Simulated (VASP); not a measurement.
A run of VASP 6.6.1 is set up as follows.

The input INCAR:

```
SYSTEM = Be
PREC = Accurate ; ENCUT = 600
EDIFF = 1E-6 ; ISMEAR = -1
SIGMA = 0.05 ; LREAL = .False.
LASPH = .True. ; NELM = 100
ALGO = Normal ; ISIF = 3
LWAVE = .False. ; LCHARG = .False.
GGA = PE ; IBRION = 2
NSW = 32 ; EDIFFG = -0.005
PSTRESS = 690.0
```

File KPOINTS:

```
Automatic mesh
0
Gamma
  22 22 12
  0 0 0
```

File POSCAR:

```
Be
1.0
    2.0198299274      0.0000000000      0.0000000000
   -1.0099149637      1.7492240285      0.0000000000
    0.0000000000      0.0000000000      3.2265152711
Be
2
Direct
    0.3333333333      0.6666666667      0.2500000000
    0.6666666667      0.3333333333      0.7500000000
```

Potentials or basis: VASP PAW PBE potentials, release 64 (Be).

Run with:

```console
$ cat potpaw_PBE.64/Be/POTCAR > POTCAR
$ mpirun -np 1 vasp_std > vasp.out
```

Task: Estimate the relaxed cell.

Result: a = 2.021 Å, b = 2.021 Å, c = 3.228 Å, α = 90.00°, β = 90.00°, γ = 120.00°.

Task: What does it give for the space group after relaxing (to 0.1 Å)?

Result: P6_3/mmc (No. 194).

Task: Estimate the relaxed volume.

Result: 5.71 Å³/atom.

Task: Estimate the band gap on the k mesh.

Result: Zero (bands 2 and 3 overlap by 2.21 eV).

Final structure:
```yaml
crystal:
  lattice:
    - [2.02065, 0.00000, 0.00000]
    - [-1.01032, 1.74993, 0.00000]
    - [0.00000, 0.00000, 3.22793]
  atoms:
    - { symbol: Be, position: [0.33333, 0.66667, 0.25000] }
    - { symbol: Be, position: [0.66667, 0.33333, 0.75000] }
```

Caveat: the cell is relaxed towards a set pressure, so the run minimises the enthalpy, not the energy.
